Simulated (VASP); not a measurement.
# KI (P6_3/mmc) in VASP: settings compared

Aim: see how the results for KI move with the level of theory and the settings. Levels: r2SCAN, PBE, PBEsol, LDA. Tasks: single point, relaxation of cell and atoms.

Everything below comes from runs of VASP 6.6.1. Logs are shortened: lines on timing, memory, paths and dates and some standing lists are left out, and cuts for length are marked.

## 1. The cell of the first run

It takes space group P6_3/mmc (No. 194, hexagonal). The conventional cell has a = 4.900 Å, b = 4.900 Å, c = 8.590 Å, α = 90.00°, β = 90.00°, γ = 120.00°. Within 4.7 Å of K (site symmetry -3m) lie 6 I at 3.55 Å and 2 K at 4.29 Å. Within 4.7 Å of I (site symmetry -6m2) lie 6 K at 3.55 Å.

## 2. Single point, r2SCAN

Input file POSCAR:

```
KI
1.0
    4.9000106564      0.0000000000      0.0000000000
   -2.4500053282      4.2435337072      0.0000000000
    0.0000000000      0.0000000000      8.5899941080
K I
2 2
Direct
    0.0000000000      0.0000000000      0.0000000000
    0.0000000000      0.0000000000      0.5000000000
    0.3333333333      0.6666666667      0.2500000000
    0.6666666667      0.3333333333      0.7500000000
```

Input file INCAR.step1:

```
PREC = Accurate
ENCUT = 550
ISMEAR = -1
SIGMA = 0.02
LREAL = False
LASPH = True
NELM = 120
NBANDS = 24
GGA = PE
ALGO = Normal
EDIFF = 1E-5
LWAVE = True
LCHARG = False
GGA_COMPAT = False
```

Input file INCAR.step2:

```
PREC = Accurate
ENCUT = 550
EDIFF = 1E-6
ISMEAR = -1
SIGMA = 0.02
LREAL = False
LASPH = True
NELM = 120
ALGO = Normal
ISIF = 2
LWAVE = False
LCHARG = True
METAGGA = R2SCAN
LMIXTAU = True
LELF = True
LVHAR = True
NBANDS = 24
ISTART = 1
GGA_COMPAT = False
```

Input file KPOINTS:

```
Automatic mesh
0
Gamma
  6 6 4
```

Potentials or basis: VASP PAW PBE potentials, release 64 (K_sv, I).

Command:

```sh
cat potpaw_PBE.64/K_sv/POTCAR potpaw_PBE.64/I/POTCAR > POTCAR
cp INCAR.step1 INCAR
mpirun -np 1 vasp_std > vasp.out
cp INCAR.step2 INCAR
mpirun -np 1 vasp_std > vasp.out
```

OUTCAR:

```text
PREC = Accurate
   ENCUT = 550
   EDIFF = 1E-6
   ISMEAR = -1
   LREAL = False
   LASPH = True
   NELM = 120
   ISIF = 2
   METAGGA = R2SCAN
   ISTART = 1

 ion  position               nearest neighbor table
   1  0.000  0.000  0.000-   3 3.55   4 3.55   3 3.55   4 3.55   4 3.55   3 3.55
   2  0.000  0.000  0.500-   3 3.55   4 3.55   3 3.55   4 3.55   4 3.55   3 3.55
   3  0.333  0.667  0.250-   1 3.55   2 3.55   1 3.55   2 3.55   1 3.55   2 3.55
   4  0.667  0.333  0.750-   1 3.55   2 3.55   1 3.55   2 3.55   1 3.55   2 3.55

  LATTYP: Found a hexagonal cell.
 ALAT       =     4.9000106564
 C/A-ratio  =     1.7530562095

  Lattice vectors:

 A1 = (   4.9000106564,   0.0000000000,   0.0000000000)
 A2 = (  -2.4500053282,   4.2435337072,   0.0000000000)
 A3 = (   0.0000000000,   0.0000000000,   8.5899941080)

Analysis of symmetry for initial positions (statically):
=====================================================================
 Subroutine PRICEL returns:
 Original cell was already a primitive cell.

 Routine SETGRP: Setting up the symmetry group for a
 hexagonal supercell.

 Subroutine GETGRP returns: Found 24 space group operations
 (whereof 12 operations were pure point group operations)
 out of a pool of 24 trial point group operations.

The static configuration has the point symmetry D_3d.
 The point group associated with its full space group is D_6h.

Analysis of symmetry for dynamics (positions and initial velocities):
=====================================================================
 Subroutine PRICEL returns:
 Original cell was already a primitive cell.

 Routine SETGRP: Setting up the symmetry group for a
 hexagonal supercell.

 Subroutine GETGRP returns: Found 24 space group operations
 (whereof 12 operations were pure point group operations)
 out of a pool of 24 trial point group operations.

The dynamic configuration has the point symmetry D_3d.
 The point group associated with its full space group is D_6h.

 Subroutine INISYM returns: Found 24 space group operations
 (whereof 12 operations are pure point group operations),
 and found     1 'primitive' translations

----------------------------------------------------------------------------------------

                                     Primitive cell

  volume of cell :     178.6148

  direct lattice vectors                    reciprocal lattice vectors
     4.900010656  0.000000000  0.000000000     0.204081189  0.117826329  0.000000000
    -2.450005328  4.243533707  0.000000000     0.000000000  0.235652659  0.000000000
     0.000000000  0.000000000  8.589994108     0.000000000  0.000000000  0.116414515

  length of vectors
     4.900010656  4.900010656  8.589994108     0.235652659  0.235652659  0.116414515

  position of ions in fractional coordinates (direct lattice)
     0.000000000  0.000000000  0.000000000
     0.000000000  0.000000000  0.500000000
     0.333333333  0.666666667  0.250000000
     0.666666667  0.333333333  0.750000000

  ion indices of the primitive-cell ions
   primitive index   ion index
                 1           1
                 2           2
                 3           3
                 4           4

----------------------------------------------------------------------------------------

 KPOINTS: Automatic mesh

Automatic generation of k-mesh.
 Grid dimensions read from file:
 generate k-points for:    6    6    4

 Generating k-lattice:

  Cartesian coordinates                     Fractional coordinates (reciprocal lattice)
     0.034013531  0.019637722  0.000000000     0.166666667  0.000000000  0.000000000
     0.000000000  0.039275443  0.000000000     0.000000000  0.166666667  0.000000000
     0.000000000  0.000000000  0.029103629     0.000000000  0.000000000  0.250000000

  Length of vectors
     0.039275443  0.039275443  0.029103629

  Shift w.r.t. Gamma in fractional coordinates (k-lattice)
     0.000000000  0.000000000  0.000000000

 Subroutine IBZKPT returns following result:
 ===========================================

 Found     21 irreducible k-points:

 Following reciprocal coordinates:
            Coordinates               Weight
  0.000000  0.000000  0.000000      1.000000
  0.166667  0.000000  0.000000      6.000000
  0.333333  0.000000  0.000000      6.000000
  0.500000  0.000000  0.000000      3.000000
  0.166667  0.166667  0.000000      6.000000
  0.333333  0.166667  0.000000     12.000000
[... 13 lines left out ...]
  0.333333  0.166667  0.500000     12.000000
  0.333333  0.333333  0.500000      2.000000
   k-points           NKPTS =     21   k-points in BZ     NKDIM =     21   number of bands    NBANDS=     24
   number of dos      NEDOS =    301   number of ions     NIONS =      4
   total plane-waves  NPLWV = 112000
   dimension x,y,z NGX =    40 NGY =   40 NGZ =   70
   dimension x,y,z NGXF=    80 NGYF=   80 NGZF=  140
   ions per type =               2   2
   NGX,Y,Z   is equivalent  to a cutoff of  13.57, 13.57, 13.55 a.u.
   NGXF,Y,Z  is equivalent  to a cutoff of  27.14, 27.14, 27.09 a.u.
 SYSTEM =  unknown system
   PREC   = accura    normal or accurate (medium, high low for compatibility)
   ISTART =      1    job   : 0-new  1-cont  2-samecut
   ICHARG =      0    charge: 1-file 2-atom 10-const
   ISPIN  =      1    spin polarized calculation?
   LNONCOLLINEAR =      F non collinear calculations
   LSORBIT =      F    spin-orbit coupling
   LASPH  =      T    aspherical Exc in radial PAW
   ENCUT  =  550.0 eV  40.42 Ry    6.36 a.u.   9.37  9.37 16.43*2*pi/ulx,y,z
   NELM   =    120;   NELMIN=  2; NELMDL=  0     # of ELM steps
   EDIFF  = 0.1E-05   stopping-criterion for ELM
   LREAL  =      F    real-space projection
   EDIFFG = 0.1E-04   stopping-criterion for IOM
   NSW    =      0    number of steps for IOM
   IBRION =     -1    ionic relax: 0-MD 1-quasi-New 2-CG
   NFREE  =      0    steps in history (QN), initial steepest desc. (CG)
   ISIF   =      2    stress and relaxation
   ISYM   =      2    0-nonsym 1-usesym 2-fastsym
   POTIM  = 0.5000    time-step for ionic-motion
   TEBEG  =    0.0;   TEEND  =   0.0 temperature during run
   PSTRESS=    0.0 pullay stress
   NELECT =      32.0000    total number of electrons
   NUPDOWN=      -1.0000    fix difference up-down
   EMIN   =  10.00;   EMAX   =-10.00  energy-range for DOS
   EFERMI =   0.00;   METHOD = LEGACY
   ISMEAR =    -1;   SIGMA  =   0.02  broadening in eV -4-tet -1-fermi 0-gaus
   EFERMI_NEDOS =   21; number of points for ismear=-14 and -15
   IALGO  =     38    algorithm
   IMIX   =      4    mixing-type and parameters
     AMIX     =   0.40;   BMIX     =  1.00
     AMIX_MAG =   1.60;   BMIX_MAG =  1.00
  volume/ion in A,a.u.               =      44.65       301.34
  Fermi-wavevector in a.u.,A,eV,Ry     =   0.922895  1.744019 11.588561  0.851735
  Thomas-Fermi vector in A             =   2.048472
   LORBIT       =      0    0 simple, 1 ext, 2 COOP (PROOUT), +10 PAW based schemes
   METAGGA = R2SCAN    functional components
   LHFCALC =     F    Hartree Fock is set to
   AEXX    =    0.0000 exact exchange contribution
   IVDW    =     0    specifies the selected vdW correction
   LEPSILON=     F    determine dielectric tensor
   LRPA    =     F    only Hartree local field effects (RPA)
 non-spin polarized calculation
  energy-cutoff  :      550.00
  volume of cell :      178.61
 maximum number of plane-waves:      5265
 NGX is ok and might be reduce to    40
   NGX = 19   NGY = 19   NGZ = 33

 number of electron      31.9999998 magnetization

 Free energy of the ion-electron system (eV)
  ---------------------------------------------------
  ext. energy  EPLUGINS =         0.00000000
  ---------------------------------------------------
  free energy    TOTEN  =       -67.88773937 eV

  energy without entropy =      -67.88773937  energy(sigma->0) =      -67.88773937

 E-fermi :  -0.2653     XC(G=0):  -7.4603

 val. band max:       -0.7401005983   @ k =   0.0000   0.0000   0.0000
 cond. band min:       3.7528512105   @ k =   0.0000   0.0000   0.0000
 fundamental gap:      4.4929518087
 Fermi energy:        -0.2653036394

 k-point     1 :       0.0000    0.0000    0.0000
  band No.  band energies     occupation
      1     -30.5605      2.00000
      2     -30.5558      2.00000
      3     -13.4452      2.00000
      4     -13.2751      2.00000
      5     -13.2751      2.00000
      6     -13.2626      2.00000
[... 16 lines left out ...]
     23       6.7700      0.00000
     24       7.6190      0.00000

 k-point     2 :       0.1667    0.0000    0.0000
  band No.  band energies     occupation
      1     -30.5600      2.00000
      2     -30.5554      2.00000
      3     -13.4229      2.00000
      4     -13.3070      2.00000
      5     -13.2780      2.00000
      6     -13.2732      2.00000
[... 16 lines left out ...]
     23       6.9668      0.00000
     24       7.2663      0.00000

 k-point     3 :       0.3333    0.0000    0.0000
  band No.  band energies     occupation
      1     -30.5592      2.00000
      2     -30.5547      2.00000
      3     -13.3923      2.00000
      4     -13.3493      2.00000
      5     -13.2940      2.00000
      6     -13.2837      2.00000
[... 16 lines left out ...]
     23       7.5028      0.00000
     24       8.0007      0.00000
[... 433 lines left out ...]
 k-point    20 :       0.3333    0.1667    0.5000
  band No.  band energies     occupation
      1     -30.5565      2.00000
      2     -30.5565      2.00000
      3     -13.3468      2.00000
      4     -13.3468      2.00000
      5     -13.2945      2.00000
      6     -13.2945      2.00000
[... 16 lines left out ...]
     23       7.8012      0.00000
     24       7.8012      0.00000

 k-point    21 :       0.3333    0.3333    0.5000
  band No.  band energies     occupation
      1     -30.5563      2.00000
      2     -30.5563      2.00000
      3     -13.3404      2.00000
      4     -13.3404      2.00000
      5     -13.3000      2.00000
      6     -13.3000      2.00000
[... 16 lines left out ...]
     23       7.3568      0.00000
     24       7.3568      0.00000

------------------------ aborting loop because EDIFF is reached ----------------------------------------

  FORCE on cell =-STRESS in cart. coord.  units (eV):
  Direction    XX          YY          ZZ          XY          YZ          ZX
  --------------------------------------------------------------------------------------
  -------------------------------------------------------------------------------------
  Total        0.0252675      0.0252675      0.0038658      0.0000000      0.0000000      0.0000000
  in kB        0.2266500      0.2266500      0.0346763      0.0000000      0.0000000      0.0000000
  external PRESSURE =       0.1626588 kB  Pullay stress =       0.0000000 kB

 VOLUME and BASIS-vectors are now :
 -----------------------------------------------------------------------------
  energy-cutoff  :      550.00
  volume of cell :      178.61
      direct lattice vectors                 reciprocal lattice vectors
     4.900010656  0.000000000  0.000000000     0.204081189  0.117826329  0.000000000
    -2.450005328  4.243533707  0.000000000     0.000000000  0.235652659  0.000000000
     0.000000000  0.000000000  8.589994108     0.000000000  0.000000000  0.116414515

 POSITION                                       TOTAL-FORCE (eV/Angst)
 -----------------------------------------------------------------------------------
      0.00000      0.00000      0.00000        -0.000000      0.000000      0.000000
      0.00000      0.00000      4.29500         0.000000      0.000000      0.000000
     -0.00000      2.82902      2.14750        -0.000000     -0.000000     -0.000000
      2.45001      1.41451      6.44250         0.000000      0.000000      0.000000
 -----------------------------------------------------------------------------------
    total drift:                                0.000000     -0.000000     -0.000000

  FREE ENERGIE OF THE ION-ELECTRON SYSTEM (eV)
  ---------------------------------------------------
  free  energy   TOTEN  =       -67.8877393713 eV

  energy  without entropy=      -67.8877393713  energy(sigma->0) =      -67.88773937
```

Wall time 11 min (1 thread of Oxide Virtual Turin-like, shared host); peak memory 0.37 GiB.

What came out:

```yaml
Free_energy: -67.8877 eV
Pressure: 0.0 GPa
Band_gap_on_the_k_mesh: 4.49 eV
```

Caveat: the PAW data sets were made with another functional, which shifts forces and pressure a little; spin-orbit coupling is left out, which moves the levels of the heavy elements.

(Part 1 of 3 ends here.)
